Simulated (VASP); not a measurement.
Input of a VASP 6.6.1 run:

INCAR

```
SYSTEM = MgO
PREC = Accurate
ENCUT = 840
EDIFF = 1E-6
ISMEAR = 0
SIGMA = 0.01
LREAL = .FALSE.
LASPH = .TRUE.
NELM = 120
ALGO = Normal
ISIF = 2
LWAVE = .FALSE.
LCHARG = .FALSE.
NBANDS = 15
GGA_COMPAT = .FALSE.
```

KPOINTS

```
regular mesh
0
G
  12 12 6
  0 0 0
```

POSCAR

```
MgO
1.0
    2.9380210000      0.0000000000      0.0000000000
   -1.4690100000      2.5444010000      0.0000000000
    0.0000000000      0.0000000000      2.6796800000
Mg O
1 1
Direct
    0.0000000000      0.0000000000      0.0000000000
    0.3333333333      0.6666666667      0.5000000000
```

Potentials or basis: VASP PAW LDA potentials, release 64 (Mg_sv, O).

Run with:

```console
$ cat potpaw_LDA.64/Mg_sv/POTCAR potpaw_LDA.64/O/POTCAR > POTCAR
$ mpirun -np 1 vasp_std > vasp.out
```

Task: What does it give for the band gap on the k mesh?

Result: 2.96 eV (least direct gap 3.36 eV).

Task: Estimate the pressure.

Result: -9.0 GPa.

Stress tensor (GPa, compression positive):
```
-8.67  0.00  0.00
 0.00 -8.67  0.00
 0.00  0.00 -9.75
```

Caveat: the cell stands under tension. A k mesh can miss the band edges.
